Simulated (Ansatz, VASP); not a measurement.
One calculation of V, two programs

```
CELL_PARAMETERS angstrom
1.37944 0.79642 4.23935
-1.37944 0.79642 4.23935
0.00000 -1.59284 4.23935
ATOMIC_POSITIONS crystal
V 0.08726 0.08726 0.08726
V 0.91274 0.91274 0.91274
```

Alike in both runs: functional PBE; k mesh 6 × 6 × 6; occupations gaussian, width 0.1 eV; no spin polarisation.

Ansatz relaxed the structure, and its values are those at the end. VASP's run is a single point on that final structure, the one shown.

|  | VASP | Ansatz |
| --- | --- | --- |
| version | VASP 6.6.1 | Ansatz 0.2.0 |
| potentials or method | VASP PAW PBE potentials, release 64 (V_sv), cutoff 520 eV | scalar-relativistic, plane waves, PAW |
| valence electrons in the cell | 26 | 26 |

Ansatz gave:

```
gap on the k mesh at the Fermi level (eV) : none
pressure (GPa)                            : 0.0
rms of the force components (eV/Å)        : 0.001
```

**Question.** What did VASP give for the same quantities?

**Answer.** gap on the k mesh at the Fermi level (eV): none; pressure (GPa): 0.5; rms of the force components (eV/Å): 0.040.

A gap of «none» marks a metal or a gap that the smearing closes. With one functional, cell and mesh, what is left measures potentials, basis and numerics.

The k mesh is coarse, so the values compare programs but aren't converged.
